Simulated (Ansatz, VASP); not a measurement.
## Two plane-wave programs on SiGe3

Contents of INCAR:

```
SYSTEM = SiGe3
ALGO = Normal ; EDIFF = 1E-6
EDIFFG = -0.04 ; ENCUT = 600
GGA = PE ; IBRION = 2
ISIF = 3 ; ISMEAR = 0
LASPH = .TRUE. ; LCHARG = .FALSE.
LREAL = .FALSE. ; LWAVE = .FALSE.
NELM = 100 ; NSW = 90
PREC = Accurate ; SIGMA = 0.1
```

File KPOINTS:

```
k-points
0
G
  6 6 2
  0 0 0
```

File POSCAR:

```
SiGe3
1.0
    2.9559021900      0.0000000000      0.0000000000
    0.0000000000      2.9559021900      0.0000000000
    0.0000000000      0.0000000000      8.3605539500
Si Ge
1 3
Direct
    0.5000000000      0.5000000000      0.0000000000
    0.0000000000      0.0000000000      0.7500000000
    0.5000000000      0.5000000000      0.5000000000
    0.0000000000      0.0000000000      0.2500000000
```

Input for Ansatz:

```yaml
crystal:
  lattice:
    - [2.95590219, 0.0, 0.0]
    - [0.0, 2.95590219, 0.0]
    - [0.0, 0.0, 8.36055395]
  atoms:
    - { symbol: Si, position: [0.5, 0.5, 0.0] }
    - { symbol: Ge, position: [0.0, 0.0, 0.75] }
    - { symbol: Ge, position: [0.5, 0.5, 0.5] }
    - { symbol: Ge, position: [0.0, 0.0, 0.25] }
basis:
  ecutwfc: 420
kpoints:
  mp_grid: { grid: [6, 6, 2] }
hamiltonian:
  xc: pbe
scf:
  occupations: { method: gaussian, width: 0.1 }
  lower_state_search: "off"
output:
  forces: true
  stress: true
  eigenvalues: true
relax:
  adjacent_minimum: "off"
  f_tol: 0.04
  max_steps: 70
  cell: { stress_tol: 0.4 }
```

Alike in both runs: task relaxation of cell and atoms; functional PBE; k mesh 6 × 6 × 2; occupations gaussian, width 0.1 eV; no spin polarisation.

|  | VASP | Ansatz |
| --- | --- | --- |
| version | VASP 6.6.1 | Ansatz 0.2.0 |
| potentials or method | VASP PAW PBE potentials, release 64 (Si, Ge_d), cutoff 600 eV | scalar-relativistic, plane waves, PAW |
| valence electrons in the cell | 46 | 46 |

|  | VASP | Ansatz | Ansatz less VASP |
| --- | --- | --- | --- |
| gap on the k mesh at the Fermi level, each at its own relaxed structure (eV) | none | none | - |
| relaxed volume (Å³/atom) | 18.59 | 18.69 | +0.107 |
| relaxed length of the cell vector where the two differ most in proportion (Å) | 8.621 | 8.570 | -0.0502 |

A gap of «none» marks a metal or a gap that the smearing closes.

The k mesh is coarse, so the values compare programs but aren't converged. Noted on VASP's run: too few bands were computed for a metal, which touches its energy and stress.
